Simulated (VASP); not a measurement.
# La2O3: single point with PBEsol

Crystal: La2O3.

```
La O
1.0
     6.26678    0.00000    0.00000
    -3.13339    5.42719    0.00000
     0.00000    0.00000    3.29977
La O
2 3
Cartesian
  3.1334 1.8091 1.6499
  0.0000 3.6181 1.6499
  3.1836 0.0000 0.0000
  -1.5918 2.7571 0.0000
  1.5416 2.6701 0.0000
```

```
Program             : VASP 6.6.1
Task                : single point
Functional          : PBEsol
Potentials or basis : VASP PAW PBE potentials, release 64 (La, O)
Cutoff              : 520 eV
k mesh              : 5 × 5 × 8
Occupations         : fermi-dirac, width 0.05 eV
Spin                : no spin polarisation
```

```json
{
 "Pressure": "-1.2 GPa",
 "Largest force": "0.062 eV/Å",
 "Band gap on the k mesh": "1.46 eV, indirect (least direct gap 1.98 eV)"
}
```

Forces in eV/Å, atoms in the order of the input:
```
La   0.000  0.000  0.000
La   0.000  0.000  0.000
O   -0.062  0.000  0.000
O    0.031 -0.054  0.000
O    0.031  0.054  0.000
```

Stress tensor (GPa, compression positive):
```
 0.07  0.00  0.00
 0.00  0.07  0.00
 0.00  0.00 -3.77
```

Levels at points of the mesh, in eV from the valence-band top:
```tsv
k point	band 17	band 18	band 19	band 20	band 21	band 22	band 23	band 24
(0.00, 0.00, 0.00)	-1.03	-1.03	-0.73	-0.51	1.46	3.50	4.01	4.01
(0.00, 0.00, 0.50)	-1.20	-1.20	-0.34	0.00	4.34	4.37	4.39	4.39
```

Run time: 120 s on 1 thread of AMD EPYC 7R43 64-Core Processor (Zen 3), with other jobs on the host, peak memory 0.24 GiB.

Caveat: the PAW data sets were made with another functional, which shifts forces and pressure a little; spin-orbit coupling is left out, which moves the levels of the heavy elements. A k mesh can miss the band edges.
